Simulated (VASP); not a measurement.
Write the native input for VASP 6.6.1 that does the following.

* Task: relaxation of cell and atoms
* Functional: PBE
* Potentials or basis: VASP PAW PBE potentials, release 64 (Y_sv, F)
* Cutoff: 600 eV
* k mesh: 4 × 4 × 3
* Occupations: gaussian, width 0.2 eV
* Spin: no spin polarisation
* Dipole correction: no
* Further INCAR settings: ALGO = Normal; EDIFF = 1e-07; IBRION = 2; EDIFFG = -0.08; NSW = 36; ISIF = 3

The structure of Y3F2 lies in POSCAR:

```
Y3F2
1.0
    4.1315812500      0.0000000000      0.0000000000
    0.0000000000      4.3672115400      0.0000000000
    0.0000000000      0.0000000000      6.3959863900
Y F
3 2
Direct
    0.5000000000      0.5000000000      0.2627238300
    0.5000000000      0.5000000000      0.7372761700
    0.0000000000      0.0000000000      0.0000000000
    0.8408632800      0.0000000000      0.5000000000
    0.1591367200      0.0000000000      0.5000000000
```

The cell was built from a structure type or drawn by symmetry, and may not be a known phase.

One way to write it, as run:

INCAR

```
PREC = Accurate
ENCUT = 600
EDIFF = 1E-7
ISMEAR = 0
SIGMA = 0.2
LREAL = False
LASPH = True
NELM = 100
ALGO = Normal
ISIF = 3
LWAVE = False
LCHARG = False
GGA = PE
IBRION = 2
NSW = 36
EDIFFG = -0.08
```

KPOINTS

```
regular mesh
0
Gamma
  4 4 3
```

Potentials or basis: VASP PAW PBE potentials, release 64 (Y_sv, F).

Command:

```sh
$ cat potpaw_PBE.64/Y_sv/POTCAR potpaw_PBE.64/F/POTCAR > POTCAR
$ mpirun -np 1 vasp_std > vasp.out
```

It gave:

The relaxed volume is 22.75 Å³/atom and the relaxed cell is a = 5.284 Å, b = 3.400 Å, c = 6.333 Å, α = 90.00°, β = 90.00°, γ = 90.00°. The space group after relaxing (to 0.1 Å) is Pmmm (No. 47), the pressure after relaxing is 0.0 GPa and the largest force after relaxing is 0.015 eV/Å. The band gap on the k mesh is zero (an odd number of electrons rules out a gap without spin polarisation).

Caveat: the k points lie up to 0.46 Å⁻¹ apart in the final cell, too coarse for converged energies and pressures of a metal; a cell axis changed by over 15 % at a fixed basis, so the end point is rough; an odd number of electrons without spin polarisation forces a metal; a magnetic or distorted state may lie lower.

It took 30 min on 1 thread of Intel Xeon 8259CL (shared host), peak memory 0.32 GiB.
